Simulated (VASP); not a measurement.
A run of VASP 6.6.1:

File POSCAR:

```
NaI
1.0
    3.8490152539      0.0000000000      0.0000000000
    0.0000000000      4.0405366932      0.0000000000
    0.0000000000      0.0000000000      4.0405366932
Na I
1 1
Direct
    0.0000000000      0.0000000000      0.0000000000
    0.5000000000      0.5000000000      0.5000000000
```

The input INCAR.step1:

```
  PREC = Accurate
  ENCUT = 520
  EDIFF = 1E-5
  ISMEAR = 0
  SIGMA = 0.01
  LREAL = F
  LASPH = T
  NELM = 80
  ALGO = Normal
  ISIF = 2
  LWAVE = T
  LCHARG = F
  NBANDS = 14
  GGA = PE
```

The input INCAR.step2:

```
  PREC = Accurate
  ENCUT = 520
  EDIFF = 1E-7
  ISMEAR = 0
  SIGMA = 0.01
  LREAL = F
  LASPH = T
  NELM = 80
  ALGO = Normal
  ISIF = 2
  LWAVE = F
  LCHARG = F
  GGA = PE
  LHFCALC = T
  HFSCREEN = 0.2079
  PRECFOCK = Normal
  NBANDS = 14
  ISTART = 1
```

The input KPOINTS:

```
regular mesh
0
Gamma
  4 4 4
```

Potentials or basis: VASP PAW PBE potentials, release 64 (Na_pv, I).

The run is started by

```console
$ cat potpaw_PBE.64/Na_pv/POTCAR potpaw_PBE.64/I/POTCAR > POTCAR
$ cp INCAR.step1 INCAR
$ mpirun -np 1 vasp_std > vasp.out
$ cp INCAR.step2 INCAR
$ mpirun -np 1 vasp_std > vasp.out
```

Hardware: 1 thread of Intel(R) Xeon(R) 6975P-C (Granite Rapids) (shared host).

Question: How long does it take, and how much memory?

Answer: It took 4.9 min on 1 thread of Intel(R) Xeon(R) 6975P-C (Granite Rapids), on a shared host, peak memory 0.27 GiB. Counts: k points 18.
